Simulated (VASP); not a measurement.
Input of a VASP 6.6.1 run:

File INCAR:

```
SYSTEM = Cd2S
PREC = Accurate ; ENCUT = 520
EDIFF = 1E-7 ; ISMEAR = 0
SIGMA = 0.1 ; LREAL = .FALSE.
LASPH = .TRUE. ; NELM = 80
ALGO = Normal ; ISIF = 2
LWAVE = .FALSE. ; LCHARG = .FALSE.
GGA = PE ; NBANDS = 39
```

KPOINTS

```
regular mesh
0
G
  4 4 4
  0 0 0
```

POSCAR

```
Cd2S
1.0
    5.8891525890      0.0000000000      0.0000000000
    0.0000000000      5.8891525890      0.0000000000
    0.0000000000      0.0000000000      5.8891525890
Cd S
4 2
Direct
    0.2500000000      0.2500000000      0.2500000000
    0.7500000000      0.7500000000      0.2500000000
    0.7500000000      0.2500000000      0.7500000000
    0.2500000000      0.7500000000      0.7500000000
    0.0000000000      0.0000000000      0.0000000000
    0.5000000000      0.5000000000      0.5000000000
```

Potentials or basis: VASP PAW PBE potentials, release 64 (Cd, S).

The run is started by

```sh
$ cat potpaw_PBE.64/Cd/POTCAR potpaw_PBE.64/S/POTCAR > POTCAR
$ mpirun -np 1 vasp_std > vasp.out
```

(1) What does it give for the band gap on the k mesh?

(2) What does it give for the pressure?

Answers

(1) zero (bands 30 and 31 overlap by 1.04 eV).

(2) 0.5 GPa.
